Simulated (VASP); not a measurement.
# BP (F-43m) in VASP: a series of runs

The runs below take BP through single point, with PBE.

Everything below comes from runs of VASP 6.6.1. Logs are shortened: lines on timing, memory, paths and dates and some standing lists are left out, and cuts for length are marked.

## 1. The cell of the first run

The structure is cubic, space group F-43m (No. 216). Conventional cell: a = 4.548 Å, b = 4.548 Å, c = 4.548 Å, α = 90.00°, β = 90.00°, γ = 90.00°. B (site symmetry -43m) has 4 P at 1.97 Å within 2.6 Å. P (site symmetry -43m) has 4 B at 1.97 Å within 2.6 Å.

## 2. Single point, PBE

Contents of INCAR:

```
SYSTEM = BP
PREC     = Accurate       ! precision mode
ENCUT    = 520            ! plane-wave cutoff, eV
EDIFF    = 1E-6           ! SCF threshold, eV
ISMEAR   = 0              ! smearing method
SIGMA    = 0.01           ! smearing width, eV
LREAL    = Auto         
LASPH    = .TRUE.         ! aspherical terms in the spheres
NELM     = 100            ! most SCF steps
ALGO     = Normal         ! electronic algorithm
ISIF     = 2              ! what is computed and relaxed
LWAVE    = .FALSE.        ! write WAVECAR
LCHARG   = .FALSE.        ! write CHGCAR
GGA      = PE             ! functional
NBANDS   = 86             ! bands
```

Contents of KPOINTS:

```
regular mesh
0
G
  1 1 1
  0 0 0
```

Contents of POSCAR:

```
BP
1.0
   -4.5481928018     -4.5481928018      4.5481928018
    4.5481928018     -4.5481928018     -4.5481928018
    4.5481928018      4.5481928018      4.5481928018
B P
16 16
Direct
    0.2500000000      0.5000000000      0.2500000000
    0.0000000000      0.5000000000      0.5000000000
    0.5000000000      0.2500000000      0.2500000000
    0.2500000000      0.2500000000      0.5000000000
    0.0000000000      0.2500000000      0.7500000000
    0.7500000000      0.5000000000      0.7500000000
    0.5000000000      0.5000000000      0.0000000000
    0.0000000000      0.7500000000      0.2500000000
    0.7500000000      0.0000000000      0.2500000000
    0.5000000000      0.0000000000      0.5000000000
    0.2500000000      0.0000000000      0.7500000000
    0.0000000000      0.0000000000      0.0000000000
    0.7500000000      0.2500000000      0.0000000000
    0.7500000000      0.7500000000      0.5000000000
    0.5000000000      0.7500000000      0.7500000000
    0.2500000000      0.7500000000      0.0000000000
    0.2500000000      0.7500000000      0.2500000000
    0.0000000000      0.7500000000      0.5000000000
    0.5000000000      0.5000000000      0.2500000000
    0.2500000000      0.5000000000      0.5000000000
    0.0000000000      0.5000000000      0.7500000000
    0.7500000000      0.7500000000      0.7500000000
    0.5000000000      0.7500000000      0.0000000000
    0.0000000000      0.0000000000      0.2500000000
    0.7500000000      0.2500000000      0.2500000000
    0.5000000000      0.2500000000      0.5000000000
    0.2500000000      0.2500000000      0.7500000000
    0.0000000000      0.2500000000      0.0000000000
    0.7500000000      0.5000000000      0.0000000000
    0.7500000000      0.0000000000      0.5000000000
    0.5000000000      0.0000000000      0.7500000000
    0.2500000000      0.0000000000      0.0000000000
```

Potentials or basis: VASP PAW PBE potentials, release 64 (B, P).

Run with:

```bash
$ cat potpaw_PBE.64/B/POTCAR potpaw_PBE.64/P/POTCAR > POTCAR
$ mpirun -np 1 vasp_gam > vasp.out
```

OUTCAR:

```text
SYSTEM = BP
   PREC = Accurate
   ENCUT = 520
   EDIFF = 1E-6
   ISMEAR = 0
   LREAL = Auto
   LASPH = .TRUE.
   NELM = 100
   ISIF = 2
   GGA = PE

 ion  position               nearest neighbor table
   1  0.250  0.500  0.250-  17 1.97  19 1.97  20 1.97  28 1.97
   2  0.000  0.500  0.500-  18 1.97  20 1.97  21 1.97  25 1.97
   3  0.500  0.250  0.250-  19 1.97  25 1.97  26 1.97  32 1.97
   4  0.250  0.250  0.500-  20 1.97  24 1.97  26 1.97  27 1.97
   5  0.000  0.250  0.750-  21 1.97  27 1.97  28 1.97  30 1.97
   6  0.750  0.500  0.750-  21 1.97  22 1.97  26 1.97  29 1.97
[... 24 lines left out ...]
  31  0.500  0.000  0.750-  10 1.97  11 1.97  13 1.97  15 1.97
  32  0.250  0.000  0.000-   3 1.97  11 1.97  12 1.97  16 1.97

  LATTYP: Found a body centered cubic cell.
 ALAT       =     9.0963856036

  Lattice vectors:

 A1 = (  -4.5481928018,  -4.5481928018,   4.5481928018)
 A2 = (   4.5481928018,  -4.5481928018,  -4.5481928018)
 A3 = (   4.5481928018,   4.5481928018,   4.5481928018)

Analysis of symmetry for initial positions (statically):
=====================================================================
 Subroutine PRICEL returns following result:

  LATTYP: Found a face centered cubic cell.
 ALAT       =     4.5481928018

  Lattice vectors:

 A1 = (   2.2740964009,   0.0000000000,  -2.2740964009)
 A2 = (  -0.0000000000,   2.2740964009,  -2.2740964009)
 A3 = (   2.2740964009,   2.2740964009,   0.0000000000)

  16 primitive cells build up your supercell.

 Routine SETGRP: Setting up the symmetry group for a
 body centered cubic supercell.

 Subroutine GETGRP returns: Found 24 space group operations
 (whereof 24 operations were pure point group operations)
 out of a pool of 48 trial point group operations.

The static configuration has the point symmetry T_d .

Analysis of symmetry for dynamics (positions and initial velocities):
=====================================================================
 Subroutine PRICEL returns following result:

  LATTYP: Found a face centered cubic cell.
 ALAT       =     4.5481928018

  Lattice vectors:

 A1 = (   2.2740964009,   0.0000000000,  -2.2740964009)
 A2 = (  -0.0000000000,   2.2740964009,  -2.2740964009)
 A3 = (   2.2740964009,   2.2740964009,   0.0000000000)

  16 primitive cells build up your supercell.
[... 80 lines left out ...]
   LSORBIT =      F    spin-orbit coupling
   LASPH  =      T    aspherical Exc in radial PAW
   ENCUT  =  520.0 eV  38.22 Ry    6.18 a.u.  14.65 14.65 14.65*2*pi/ulx,y,z
   NELM   =    100;   NELMIN=  2; NELMDL= -5     # of ELM steps
   EDIFF  = 0.1E-05   stopping-criterion for ELM
   LREAL  =      T    real-space projection
   EDIFFG = 0.1E-04   stopping-criterion for IOM
   NSW    =      0    number of steps for IOM
[... 5 lines left out ...]
   TEBEG  =    0.0;   TEEND  =   0.0 temperature during run
   PSTRESS=    0.0 pullay stress
   NELECT =     128.0000    total number of electrons
   NUPDOWN=      -1.0000    fix difference up-down
   EMIN   =  10.00;   EMAX   =-10.00  energy-range for DOS
   EFERMI =   0.00;   METHOD = LEGACY
   ISMEAR =     0;   SIGMA  =   0.01  broadening in eV -4-tet -1-fermi 0-gaus
   EFERMI_NEDOS =   21; number of points for ismear=-14 and -15
   IALGO  =     38    algorithm
   IMIX   =      4    mixing-type and parameters
     AMIX     =   0.40;   BMIX     =  1.00
     AMIX_MAG =   1.60;   BMIX_MAG =  1.00
  volume/ion in A,a.u.               =      11.76        79.36
  Fermi-wavevector in a.u.,A,eV,Ry     =   1.142754  2.159491 17.767657  1.305886
  Thomas-Fermi vector in A             =   2.279451
   LORBIT       =      0    0 simple, 1 ext, 2 COOP (PROOUT), +10 PAW based schemes
   GGA     = PE    functional components
   LHFCALC =     F    Hartree Fock is set to
   AEXX    =    0.0000 exact exchange contribution
   IVDW    =     0    specifies the selected vdW correction
   LEPSILON=     F    determine dielectric tensor
   LRPA    =     F    only Hartree local field effects (RPA)
 non-spin polarized calculation
 Gauss-broadening in eV      SIGMA  =   0.01
  energy-cutoff  :      520.00
  volume of cell :      376.34
 maximum number of plane-waves:      5075
 NGX is ok and might be reduce to    60

 number of electron     128.0000012 magnetization

 Free energy of the ion-electron system (eV)
  ---------------------------------------------------
  ext. energy  EPLUGINS =         0.00000000
  ---------------------------------------------------
  free energy    TOTEN  =      -201.81391713 eV

  energy without entropy =     -201.81391713  energy(sigma->0) =     -201.81391713

 E-fermi :   7.5191     XC(G=0): -10.8498

 val. band max:        7.4237485081   @ k =   0.0000   0.0000   0.0000
 cond. band min:       8.7264170416   @ k =   0.0000   0.0000   0.0000
 fundamental gap:      1.3026685336
 Fermi energy:         7.5191354304

 k-point     1 :       0.0000    0.0000    0.0000
  band No.  band energies     occupation
      1      -8.0038      2.00000
      2      -5.1947      2.00000
      3      -5.1947      2.00000
      4      -5.1947      2.00000
      5      -5.1947      2.00000
      6      -5.1947      2.00000
[... 68 lines left out ...]
     75      11.2440      0.00000
     76      11.2440      0.00000
 [bands above 76 left out]

------------------------ aborting loop because EDIFF is reached ----------------------------------------

  FORCE on cell =-STRESS in cart. coord.  units (eV):
  Direction    XX          YY          ZZ          XY          YZ          ZX
  --------------------------------------------------------------------------------------
  -------------------------------------------------------------------------------------
  Total        4.5199293      4.5199293      4.5199293      0.0000000      0.0000000     -0.0000000
  in kB       19.2426832     19.2426832     19.2426832      0.0000000      0.0000000     -0.0000000
  external PRESSURE =      19.2426832 kB  Pullay stress =       0.0000000 kB

 VOLUME and BASIS-vectors are now :
 -----------------------------------------------------------------------------
  energy-cutoff  :      520.00
  volume of cell :      376.34
      direct lattice vectors                 reciprocal lattice vectors
    -4.548192802 -4.548192802  4.548192802     0.000000000 -0.109933774  0.109933774
     4.548192802 -4.548192802 -4.548192802     0.109933774 -0.109933774  0.000000000
     4.548192802  4.548192802  4.548192802     0.109933774  0.000000000  0.109933774

 POSITION                                       TOTAL-FORCE (eV/Angst)
 -----------------------------------------------------------------------------------
      2.27410     -2.27410      0.00000         0.000000     -0.000000      0.000000
      4.54819      0.00000      0.00000        -0.000000     -0.000000      0.000000
      0.00000     -2.27410      2.27410        -0.000000     -0.000000      0.000000
      2.27410      0.00000      2.27410         0.000000      0.000000      0.000000
      4.54819      2.27410      2.27410        -0.000000      0.000000      0.000000
      2.27410     -2.27410      4.54819         0.000000      0.000000     -0.000000
[... 24 lines left out ...]
      1.13705      1.13705      5.68524        -0.000000     -0.000000     -0.000000
     -1.13705     -1.13705      1.13705        -0.000000     -0.000000     -0.000000
 -----------------------------------------------------------------------------------
    total drift:                               -0.000002      0.000002     -0.000002

  FREE ENERGIE OF THE ION-ELECTRON SYSTEM (eV)
  ---------------------------------------------------
  free  energy   TOTEN  =      -201.8139171335 eV

  energy  without entropy=     -201.8139171335  energy(sigma->0) =     -201.81391713
```

Run time: 59 s. Hardware: 1 thread of Intel Xeon Platinum 8488C (Sapphire Rapids), shared host; peak memory 0.46 GiB.

Results:

```yaml
Free_energy: -201.8139 eV
Pressure: 1.9 GPa
Band_gap_on_the_k_mesh: 1.30 eV
```

Levels at points of the mesh, in eV from the valence-band top:
```csv
k point,band 61,band 62,band 63,band 64,band 65,band 66,band 67,band 68
"(0.00, 0.00, 0.00)",-1.93,0.00,0.00,0.00,1.30,1.30,1.30,1.63
```

Caveat: the k points lie up to 0.98 Å⁻¹ apart. A k mesh can miss the band edges.

## 3. Single point, PBE

This run uses another cell than the first one: it holds 16 atoms, not 32.

Contents of INCAR:

```
SYSTEM = BP
ALGO = Normal
EDIFF = 1E-6
ENCUT = 520
GGA = PE
ISIF = 2
ISMEAR = 0
LASPH = .True.
LCHARG = .False.
LREAL = Auto
LWAVE = .False.
NBANDS = 46
NELM = 80
PREC = Accurate
SIGMA = 0.01
```

Contents of KPOINTS:

```
k-points
0
Gamma
  1 1 1
  0 0 0
```

Contents of POSCAR:

```
BP
1.0
    0.0000000000      4.5481927936     -4.5481927936
    4.5481927936      4.5481927936      0.0000000000
    4.5481927936      0.0000000000     -4.5481927936
B P
8 8
Direct
    0.5000000000      0.5000000000      0.0000000000
    0.5000000000      0.0000000000      0.0000000000
    1.0000000000      0.5000000000      0.0000000000
    1.0000000000      0.0000000000      0.0000000000
    0.5000000000      0.5000000000      0.5000000000
    0.5000000000      0.0000000000      0.5000000000
    1.0000000000      0.5000000000      0.5000000000
    1.0000000000      0.0000000000      0.5000000000
    0.3750000000      0.3750000000      0.3750000000
    0.3750000000      0.8750000000      0.3750000000
    0.8750000000      0.3750000000      0.3750000000
    0.8750000000      0.8750000000      0.3750000000
    0.3750000000      0.3750000000      0.8750000000
    0.3750000000      0.8750000000      0.8750000000
    0.8750000000      0.3750000000      0.8750000000
    0.8750000000      0.8750000000      0.8750000000
```

Potentials or basis: VASP PAW PBE potentials, release 64 (B, P).

Run with:

```bash
$ cat potpaw_PBE.64/B/POTCAR potpaw_PBE.64/P/POTCAR > POTCAR
$ mpirun -np 1 vasp_gam > vasp.out
```

It took 28 s on 1 thread of Intel Xeon 6975P-C, shared host; peak memory 0.3 GiB.

The run converged. Its results:

| Item | Value |
| --- | --- |
| Free energy | -80.4870 eV |
| Pressure | 15.3 GPa |
| Band gap on the k mesh | 1.16 eV |

Levels at points of the mesh, in eV from the valence-band top:
```
           k point  band 30  band 31  band 32  band 33  band 34  band 35
(0.00, 0.00, 0.00)     0.00     0.00     0.00     1.16     1.16     1.16
```

Caveat: the k points lie up to 1.20 Å⁻¹ apart. Expect the measured gap to be larger: semilocal functionals such as PBE lack the derivative discontinuity.

## 4. Single point, PBE

This run uses another cell than the first one: it holds 16 atoms, not 32.

Contents of INCAR:

```
PREC = Accurate
ENCUT = 520
EDIFF = 1E-6
ISMEAR = 0
SIGMA = 0.01
LREAL = Auto
LASPH = True
NELM = 60
ALGO = Normal
ISIF = 2
LWAVE = False
LCHARG = False
GGA = PE
NBANDS = 46
```

Contents of KPOINTS:

```
regular mesh
0
Gamma
  4 4 4
```

POSCAR, as its differences from that of step 3:

```diff
@@ -2,5 +2,5 @@
 1.0
-    0.0000000000      4.5481927936     -4.5481927936
-    4.5481927936      4.5481927936      0.0000000000
-    4.5481927936      0.0000000000     -4.5481927936
+    0.0000000000      4.5481928018     -4.5481928018
+    4.5481928018      4.5481928018      0.0000000000
+    4.5481928018      0.0000000000     -4.5481928018
 B P
```

Run with:

```bash
$ cat potpaw_PBE.64/B/POTCAR potpaw_PBE.64/P/POTCAR > POTCAR
$ mpirun -np 1 vasp_std > vasp.out
```

It took 84 s on 1 thread of Intel Xeon 6975P-C (Granite Rapids), shared host; peak memory 0.33 GiB.

The run converged. Its results:

```
Free energy            : -103.4384 eV
Pressure               : -0.2 GPa
Band gap on the k mesh : 1.28 eV
```

Levels at points of the mesh, in eV from the valence-band top:
| k point | band 28 | band 29 | band 30 | band 31 | band 32 | band 33 | band 34 | band 35 | band 36 | band 37 |
| --- | --- | --- | --- | --- | --- | --- | --- | --- | --- | --- |
| (0.00, 0.00, 0.00) | -1.75 | -1.75 | 0.00 | 0.00 | 0.00 | 1.34 | 1.34 | 1.34 | 1.66 | 1.66 |
| (0.50, 0.00, 0.00) | -3.17 | -1.11 | -1.11 | -1.11 | -1.11 | 2.54 | 2.54 | 2.54 | 2.54 | 2.54 |
| (0.50, 0.50, 0.00) | -2.72 | -1.93 | -1.93 | -1.93 | -1.93 | 1.82 | 1.82 | 3.85 | 3.85 | 3.85 |

A k mesh can miss the band edges. Expect the measured gap to be larger: semilocal functionals such as PBE lack the derivative discontinuity.

## 5. Single point, PBE

Contents of INCAR:

```
SYSTEM = BP
PREC     = Accurate       ! precision mode
ENCUT    = 520            ! plane-wave cutoff, eV
EDIFF    = 1E-6           ! SCF threshold, eV
ISMEAR   = 0              ! smearing method
SIGMA    = 0.01           ! smearing width, eV
LREAL    = Auto         
LASPH    = .True.         ! aspherical terms in the spheres
NELM     = 60             ! most SCF steps
ALGO     = Normal         ! electronic algorithm
ISIF     = 2              ! what is computed and relaxed
LWAVE    = .False.        ! write WAVECAR
LCHARG   = .False.        ! write CHGCAR
GGA      = PE             ! functional
NBANDS   = 86             ! bands
```

Contents of KPOINTS:

```
Automatic mesh
0
Gamma
  2 2 2
  0.5 0.5 0.5
```

Contents of POSCAR:

```
BP
1.0
   -4.5481927936      4.5481927936     -4.5481927936
    4.5481927936     -4.5481927936     -4.5481927936
   -4.5481927936     -4.5481927936      4.5481927936
B P
16 16
Direct
    0.0000000000      0.2500000000      0.7500000000
    0.7500000000      0.2500000000      1.0000000000
    0.5000000000      0.2500000000      0.2500000000
    0.2500000000      0.0000000000      0.7500000000
    0.2500000000      0.2500000000      0.5000000000
    1.0000000000      1.0000000000      1.0000000000
    0.7500000000      0.0000000000      0.2500000000
    0.5000000000      0.7500000000      0.7500000000
    0.5000000000      0.0000000000      0.5000000000
    0.2500000000      0.7500000000      1.0000000000
    0.0000000000      0.7500000000      0.2500000000
    0.7500000000      0.5000000000      0.7500000000
    0.7500000000      0.7500000000      0.5000000000
    0.5000000000      0.5000000000      1.0000000000
    0.2500000000      0.5000000000      0.2500000000
    0.0000000000      0.5000000000      0.5000000000
    0.0000000000      0.5000000000      0.7500000000
    0.7500000000      0.5000000000      0.0000000000
    0.5000000000      0.5000000000      0.2500000000
    0.2500000000      0.2500000000      0.7500000000
    0.2500000000      0.5000000000      0.5000000000
    0.0000000000      0.2500000000      0.0000000000
    0.7500000000      0.2500000000      0.2500000000
    0.5000000000      0.0000000000      0.7500000000
    0.5000000000      0.2500000000      0.5000000000
    0.2500000000      0.0000000000      0.0000000000
    0.0000000000      0.0000000000      0.2500000000
    0.7500000000      0.7500000000      0.7500000000
    0.7500000000      0.0000000000      0.5000000000
    0.5000000000      0.7500000000      0.0000000000
    0.2500000000      0.7500000000      0.2500000000
    0.0000000000      0.7500000000      0.5000000000
```

Run with:

```bash
$ cat potpaw_PBE.64/B/POTCAR potpaw_PBE.64/P/POTCAR > POTCAR
$ mpirun -np 1 vasp_std > vasp.out
```

It took 1.8 min on 1 thread of Intel Xeon 6975P-C (Granite Rapids), shared host; peak memory 0.48 GiB.

It converged, with:

```
Free energy            : -206.8719 eV
Pressure               : -0.2 GPa
Band gap on the k mesh : 2.39 eV
```

Levels at points of the mesh, in eV from the valence-band top:
```tsv
k point	band 62	band 63	band 64	band 65	band 66	band 67
(0.25, 0.25, 0.25)	0.00	0.00	0.00	3.65	3.65	3.65
```

## 6. Summary

| cell | k mesh | gap on the mesh (eV) | pressure (GPa) |
| --- | --- | --- | --- |
| a = 7.878 Å, angles 109.5°, 32 atoms | 1 × 1 × 1 | 1.30 | 1.9 |
| a = 6.432 Å, angles 60.0°, 16 atoms | 1 × 1 × 1 | 1.16 | 15.3 |
| a = 6.432 Å, angles 60.0°, 16 atoms | 4 × 4 × 4 | 1.28 | -0.2 |
| a = 7.878 Å, angles 109.5°, 32 atoms | 2 × 2 × 2, shifted | 2.39 | -0.2 |

Alike in all rows: task single point; level PBE; potentials or basis VASP PAW PBE potentials, release 64 (B, P); no spin polarisation; cutoff (eV) 520; smearing gaussian 0.01 eV.

Caveats: some runs use coarse meshes.

Absolute energies hang on the potentials; compare differences alone.
